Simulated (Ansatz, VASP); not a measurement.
**Ti in VASP and in Ansatz**

The input INCAR:

```
ALGO     = Normal         # electronic algorithm
EDIFF    = 1E-6           # SCF threshold, eV
ENCUT    = 520            # plane-wave cutoff, eV
GGA      = RP             # functional
ISIF     = 2              # what is computed and relaxed
ISMEAR   = 1              # smearing method
LASPH    = True           # aspherical terms in the spheres
LCHARG   = True           # write CHGCAR
LELF     = True           # ELF
LREAL    = False          # projectors in reciprocal space
LVHAR    = True         
LWAVE    = False          # write WAVECAR
NBANDS   = 19             # bands
NELM     = 80             # most SCF steps
PREC     = Accurate       # precision mode
SIGMA    = 0.005          # smearing width, eV
```

Contents of KPOINTS:

```
k-points
0
Gamma
  15 15 15
```

Contents of POSCAR:

```
Ti
1.0
   -2.4499499161      2.4499499161      1.3834118369
    2.4499499161     -2.4499499161      1.3834118369
    2.4499499161      2.4499499161     -1.3834118369
Ti
2
Direct
   -0.3750000000     -0.1250000000     -0.2500000000
    0.3750000000      0.1250000000      0.2500000000
```

Input for Ansatz:

```yaml
crystal:
  lattice:
    - [-2.4499499161, 2.4499499161, 1.3834118369]
    - [2.4499499161, -2.4499499161, 1.3834118369]
    - [2.4499499161, 2.4499499161, -1.3834118369]
  atoms:
    - { symbol: Ti, position: [-0.375, -0.125, -0.25] }
    - { symbol: Ti, position: [0.375, 0.125, 0.25] }
kpoints:
  mp_grid: { grid: [15, 15, 15] }
scf:
  occupations: { method: methfessel_paxton, width: 0.005 }
  mixing: { preconditioner: none }
hamiltonian:
  xc: rpbe
  pseudopotentials: { kind: all_electron, lapw: { basis_error: 0.001 } }
output:
  forces: true
  stress: true
  eigenvalues: true
  populations: true
```

Alike in both runs: task single point; functional RPBE; k mesh 15 × 15 × 15; occupations methfessel-paxton of order 1, width 0.005 eV; no spin polarisation.

|  | VASP | Ansatz |
| --- | --- | --- |
| version | VASP 6.6.1 | Ansatz 0.2.0 |
| potentials or method | VASP PAW PBE potentials, release 64 (Ti_sv), cutoff 520 eV | all-electron LAPW, scalar-relativistic |

```csv
,VASP,Ansatz,Ansatz less VASP
gap on the k mesh at the Fermi level (eV),none,none,-
pressure (GPa),8.2,8.3,+0.17
"traceless stress, the component that is largest in VASP (GPa)",0.33,0.45,+0.113
```

VASP's potentials were made for PBE, not for RPBE. A gap of «none» marks a metal or a gap that the smearing closes. Ansatz ran all-electron here, and VASP with PAW potentials.
